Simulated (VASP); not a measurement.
HfN: single point with PBEsol

HfN:

```
Hf N
1.0
     0.00000    2.14605    2.20253
     2.14605    0.00000    2.20253
     2.14605    2.14605    0.00000
Hf N
1 1
Direct
  0.00000 0.00000 0.00000
  0.50000 0.50000 0.50000
```

This cell differs from its parent crystal: strain -0.050 along x and y, -0.025 along z.

| Property | Result |
| --- | --- |
| Program | VASP 6.6.1 |
| Task | single point |
| Functional | PBEsol |
| Potentials or basis | VASP PAW PBE potentials, release 64 (Hf_pv, N) |
| Cutoff | 520 eV |
| k mesh | 18 × 18 × 18 |
| Occupations | gaussian, width 0.15 eV |
| Spin | no spin polarisation |

The pressure is 41.1 GPa. The band gap on the k mesh is zero (an odd number of electrons rules out a gap without spin polarisation).

Stress tensor (GPa, compression positive):
```
48.28  0.00  0.00
 0.00 48.28  0.00
 0.00  0.00 26.71
```

Levels at points of the mesh, in eV from the Fermi level:
| k point | band 5 | band 6 | band 7 | band 8 | band 9 | band 10 | band 11 | band 12 |
| --- | --- | --- | --- | --- | --- | --- | --- | --- |
| (0.00, 0.00, 0.00) | -3.23 | -3.04 | -3.04 | -0.68 | -0.34 | -0.34 | 1.81 | 2.49 |
| (0.50, 0.00, 0.00) | -9.66 | -6.87 | -6.83 | 3.92 | 4.31 | 4.53 | 5.13 | 10.11 |
| (0.50, 0.50, 0.00) | -5.48 | -4.41 | -3.57 | -3.57 | 4.82 | 6.61 | 6.61 | 7.28 |
| (0.50, 0.00, 0.50) | -5.13 | -4.48 | -3.81 | -3.60 | 4.76 | 6.38 | 6.84 | 7.35 |

Run time: 110 s on 1 thread of Intel Xeon 8259CL (shared host), peak memory 0.26 GiB.

Caveat: the cell differs from its parent crystal (strain -0.050 along x and y, -0.025 along z); the cell stands under pressure; the PAW data sets were made with another functional, which shifts forces and pressure a little; spin-orbit coupling is left out, which moves the levels of the heavy elements.
